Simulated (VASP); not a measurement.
# MgTe (P6_3mc) in VASP: elastic constants with PBEsol

Aim: the elastic constants of MgTe with PBEsol.

Program: VASP 6.6.1. These are calculated values, not measurements. Logs are shortened: lines on timing, memory, paths and dates and some standing lists are left out, and cuts for length are marked.

### Step 1. The cell of the first run

The structure is hexagonal, space group P6_3mc (No. 186). Conventional cell: a = 4.563 Å, b = 4.563 Å, c = 7.408 Å, α = 90.00°, β = 90.00°, γ = 120.00°. Within 3.7 Å of Mg (site symmetry 3m) lie 4 Te at 2.79 Å. Within 3.7 Å of Te (site symmetry 3m) lie 4 Mg at 2.79 Å.

### Step 2. Elastic constants, PBEsol

File INCAR:

```
ALGO = Normal ; EDIFF = 1E-8
ENCUT = 600 ; GGA = PS
GGA_COMPAT = F ; IBRION = 6
ISIF = 3 ; ISMEAR = 0
LASPH = T ; LCHARG = F
LREAL = F ; LWAVE = F
NELM = 120 ; NFREE = 2
NSW = 1 ; POTIM = 0.015
PREC = Accurate ; SIGMA = 0.01
```

File KPOINTS:

```
k-points
0
Gamma
  6 6 4
```

File POSCAR:

```
MgTe
1.0
    4.5625990841      0.0000000000      0.0000000000
   -2.2812995421      3.9513267141      0.0000000000
    0.0000000000      0.0000000000      7.4084411351
Mg Te
2 2
Direct
    0.3333333333      0.6666666667      0.0040147626
    0.6666666667      0.3333333333      0.5040147626
    0.3333333333      0.6666666667      0.3809852374
    0.6666666667      0.3333333333      0.8809852374
```

Potentials or basis: VASP PAW PBE potentials, release 64 (Mg, Te).

The run is started by

```console
$ cat potpaw_PBE.64/Mg/POTCAR potpaw_PBE.64/Te/POTCAR > POTCAR
$ mpirun -np 1 vasp_std > vasp.out
```

OUTCAR:

```text
EDIFF = 1E-8
   ENCUT = 600
   GGA = PS
   IBRION = 6
   ISIF = 3
   ISMEAR = 0
   LASPH = T
   LREAL = F
   NELM = 120
   NFREE = 2
   NSW = 1
   POTIM = 0.015
   PREC = Accurate

 ion  position               nearest neighbor table
   1  0.333  0.667  0.004-   4 2.79   4 2.79   4 2.79   3 2.79
   2  0.667  0.333  0.504-   3 2.79   3 2.79   3 2.79   4 2.79
   3  0.333  0.667  0.381-   2 2.79   2 2.79   2 2.79   1 2.79
   4  0.667  0.333  0.881-   1 2.79   1 2.79   1 2.79   2 2.79

  LATTYP: Found a hexagonal cell.
 ALAT       =     4.5625990841
 C/A-ratio  =     1.6237326573

  Lattice vectors:

 A1 = (   4.5625990841,   0.0000000000,   0.0000000000)
 A2 = (  -2.2812995421,   3.9513267141,   0.0000000000)
 A3 = (   0.0000000000,   0.0000000000,   7.4084411351)

Analysis of symmetry for initial positions (statically):
=====================================================================
 Subroutine PRICEL returns:
 Original cell was already a primitive cell.

 Routine SETGRP: Setting up the symmetry group for a
 hexagonal supercell.

 Subroutine GETGRP returns: Found 12 space group operations
 (whereof  6 operations were pure point group operations)
 out of a pool of 24 trial point group operations.

The static configuration has the point symmetry C_3v.
 The point group associated with its full space group is C_6v.

Analysis of symmetry for dynamics (positions and initial velocities):
=====================================================================
 Subroutine PRICEL returns:
 Original cell was already a primitive cell.

 Routine SETGRP: Setting up the symmetry group for a
 hexagonal supercell.

 Subroutine GETGRP returns: Found 12 space group operations
 (whereof  6 operations were pure point group operations)
 out of a pool of 24 trial point group operations.

The dynamic configuration has the point symmetry C_3v.
 The point group associated with its full space group is C_6v.

 Subroutine INISYM returns: Found 12 space group operations
 (whereof  6 operations are pure point group operations),
 and found     1 'primitive' translations

----------------------------------------------------------------------------------------

                                     Primitive cell

  volume of cell :     133.5617

  direct lattice vectors                    reciprocal lattice vectors
     4.562599084  0.000000000  0.000000000     0.219173322  0.126539777  0.000000000
    -2.281299542  3.951326714  0.000000000     0.000000000  0.253079553  0.000000000
     0.000000000  0.000000000  7.408441135     0.000000000  0.000000000  0.134981163

  length of vectors
     4.562599084  4.562599084  7.408441135     0.253079553  0.253079553  0.134981163

  position of ions in fractional coordinates (direct lattice)
     0.333333333  0.666666667  0.004014763
     0.666666667  0.333333333  0.504014763
     0.333333333  0.666666667  0.380985237
     0.666666667  0.333333333  0.880985237

  ion indices of the primitive-cell ions
   primitive index   ion index
                 1           1
                 2           2
                 3           3
                 4           4

----------------------------------------------------------------------------------------

[... 94 lines left out ...]
   LEPSILON=     F    determine dielectric tensor
   LRPA    =     F    only Hartree local field effects (RPA)
 finite differences with symmetry
 non-spin polarized calculation
 Gauss-broadening in eV      SIGMA  =   0.01
  energy-cutoff  :      600.00
  volume of cell :      133.56
 maximum number of plane-waves:      4506
   NGX = 19   NGY = 19   NGZ = 29

--------------------------------------- Ionic step        1  -------------------------------------------

 number of electron      16.0000001 magnetization

 Free energy of the ion-electron system (eV)
  ---------------------------------------------------
  ext. energy  EPLUGINS =         0.00000000
  ---------------------------------------------------
  free energy    TOTEN  =       -13.79112403 eV

  energy without entropy =      -13.79112403  energy(sigma->0) =      -13.79112403

------------------------ aborting loop because EDIFF is reached ----------------------------------------

  FORCE on cell =-STRESS in cart. coord.  units (eV):
  Direction    XX          YY          ZZ          XY          YZ          ZX
  --------------------------------------------------------------------------------------
  -------------------------------------------------------------------------------------
  Total        0.0185566      0.0185566      0.0297229     -0.0000000      0.0000000      0.0000000
  in kB        0.2226008      0.2226008      0.3565492     -0.0000000      0.0000000      0.0000000
  external PRESSURE =       0.2672503 kB  Pullay stress =       0.0000000 kB
[... 95 lines left out ...]
  FREE ENERGIE OF THE ION-ELECTRON SYSTEM (eV)
  ---------------------------------------------------
  free  energy   TOTEN  =       -13.7838102099 eV

  energy  without entropy=      -13.7838102099  energy(sigma->0) =      -13.78381021

[... ionic steps 4 to 18 ...]

--------------------------------------- Ionic step       19  -------------------------------------------

 number of electron      16.0000001 magnetization

------------------------ aborting loop because EDIFF is reached ----------------------------------------
[... 71 lines left out ...]
--------------------------------------- Ionic step       21  -------------------------------------------

 number of electron      16.0000001 magnetization

 Free energy of the ion-electron system (eV)
  ---------------------------------------------------
  ext. energy  EPLUGINS =         0.00000000
  ---------------------------------------------------
  free energy    TOTEN  =       -13.79050931 eV

  energy without entropy =      -13.79050931  energy(sigma->0) =      -13.79050931

 E-fermi :   1.9274     XC(G=0):  -8.0329

 val. band max:        1.8823486804   @ k =   0.0000   0.0000   0.0000
 cond. band min:       4.2781053084   @ k =   0.0000   0.0000   0.0000
 fundamental gap:      2.3957566280
 Fermi energy:         1.9273602153

 k-point     1 :       0.0000    0.0000    0.0000
  band No.  band energies     occupation
      1      -8.3990      2.00000
      2      -7.7775      2.00000
      3      -1.4299      2.00000
      4       1.3793      2.00000
      5       1.3793      2.00000
      6       1.8749      2.00000
      7       1.8749      2.00000
      8       1.8823      2.00000
      9       4.2781      0.00000
     10       4.8009      0.00000
     11       7.1203      0.00000
     12       7.1203      0.00000
[... 374 lines left out ...]
  FREE ENERGIE OF THE ION-ELECTRON SYSTEM (eV)
  ---------------------------------------------------
  free  energy   TOTEN  =       -13.7905093096 eV

  energy  without entropy=      -13.7905093096  energy(sigma->0) =      -13.79050931

 INTERNAL STRAIN TENSORS FROM STRAINED CELLS
 ============================================

 INTERNAL STRAIN TENSOR FOR ION    1 for displacements in x,y,z  (eV/Angst):
          X           Y           Z          XY          YZ          ZX
  --------------------------------------------------------------------------------
  x     0.00000    -0.00000     0.00000    -4.35882     0.00000    -3.22322
  y    -4.36546     4.37532    -0.00000     0.00000    -3.22801     0.00001
  z    -3.12379    -3.13799     6.37811    -0.00013     0.00080     0.00002

 INTERNAL STRAIN TENSORS FROM DISPLACED ATOMS
 ============================================

 INTERNAL STRAIN TENSOR FOR ION    1 for displacements in x,y,z  (eV/Angst):
          X           Y           Z          XY          YZ          ZX
  --------------------------------------------------------------------------------
  x     0.00000    -0.00000    -0.00000    -4.36203     0.00000    -3.24136
  y    -4.36203     4.36203     0.00000    -0.00000    -3.24136     0.00000
  z    -3.11639    -3.11639     6.39690     0.00000    -0.00000     0.00000

 INTERNAL STRAIN TENSOR FOR ION    4 for displacements in x,y,z  (eV/Angst):
          X           Y           Z          XY          YZ          ZX
  --------------------------------------------------------------------------------
  x    -0.00000     0.00000     0.00000     5.16291    -0.00000     3.24093
  y     5.16291    -5.16291     0.00000     0.00000     3.24093    -0.00000
  z     3.13142     3.13142    -6.33609    -0.00000     0.00000    -0.00000

 Eigenvectors and eigenvalues of the dynamical matrix
 ----------------------------------------------------

   1 f  =    7.830124 THz    49.198123 2PiTHz  261.184839 cm-1    32.382778 meV
             X         Y         Z           dx          dy          dz
     -0.000000  2.634218  0.029743    -0.000000    0.000000   -0.698939
      2.281300  1.317109  3.733964    -0.000000    0.000000    0.698939
     -0.000000  2.634218  2.822507     0.000000   -0.000000    0.107165
      2.281300  1.317109  6.526727     0.000000   -0.000000   -0.107165
[... 71 lines left out ...]
  12 f/i=    0.000671 THz     0.004213 2PiTHz    0.022366 cm-1     0.002773 meV
             X         Y         Z           dx          dy          dz
     -0.000000  2.634218  0.029743    -0.000000   -0.000000   -0.282782
      2.281300  1.317109  3.733964    -0.000000   -0.000000   -0.282782
     -0.000000  2.634218  2.822507    -0.000000   -0.000000   -0.648101
      2.281300  1.317109  6.526727    -0.000000   -0.000000   -0.648101

--------------------------------------------------------------------------------------------------------

 ELASTIC MODULI CONTR FROM IONIC RELAXATION (kBar)
 Direction    XX          YY          ZZ          XY          YZ          ZX
 --------------------------------------------------------------------------------
 XX        -197.4681     83.1025    116.5383      0.0000      0.0000      0.0000
 YY          83.1025   -197.4681    116.5383      0.0000     -0.0000     -0.0000
 ZZ         116.5383    116.5383   -237.5043     -0.0000     -0.0000      0.0000
 XY           0.0000      0.0000     -0.0000   -140.2853     -0.0000     -0.0000
 YZ           0.0000     -0.0000     -0.0000     -0.0000    -58.4857      0.0000
 ZX          -0.0000     -0.0000      0.0000     -0.0000      0.0000    -58.4857
 --------------------------------------------------------------------------------

 TOTAL ELASTIC MODULI (kBar)
 Direction    XX          YY          ZZ          XY          YZ          ZX
 --------------------------------------------------------------------------------
 XX         527.4579    309.5287    264.0813     -0.0000      0.0000      0.0000
 YY         309.5287    527.4579    264.0813     -0.0000     -0.0000     -0.0000
 ZZ         264.0813    264.0813    562.3762     -0.0000     -0.0000      0.0000
 XY          -0.0000     -0.0000     -0.0000    108.9646     -0.0000     -0.0000
 YZ           0.0000     -0.0000     -0.0000     -0.0000     98.3221     -0.0000
 ZX          -0.0000     -0.0000      0.0000     -0.0000     -0.0000     98.3221
 --------------------------------------------------------------------------------
```

Wall time 12 min (1 thread of Intel Xeon 6975P-C (Granite Rapids), shared host); peak memory 0.49 GiB.

Results:

```
Elastic constants C11, C12, C44                         : 53, 31, 10 GPa
Voigt bulk modulus                                      : 37 GPa
Highest phonon frequency at Γ, LO-TO splitting left out : 261 cm⁻¹
```

Phonon frequencies in cm⁻¹ (negative: imaginary):
| q point | frequencies |
| --- | --- |
| (0.000, 0.000, 0.000) | 0 0 0 36 36 114 234 235 235 240 240 261 |

Elastic tensor in Voigt notation (GPa, in the Cartesian axes of the cell as first typed):
```
53 31 26  0  0  0
31 53 26  0  0  0
26 26 56  0  0  0
 0  0  0 10  0  0
 0  0  0  0 10  0
 0  0  0  0  0 11
```

Clamped-ion elastic tensor (GPa):
```
72 23 15  0  0  0
23 72 15  0  0  0
15 15 80  0  0  0
 0  0  0 16  0  0
 0  0  0  0 16  0
 0  0  0  0  0 25
```

Caveat: the PAW data sets were made with another functional, which shifts forces and pressure a little; spin-orbit coupling is left out, which moves the levels of the heavy elements.
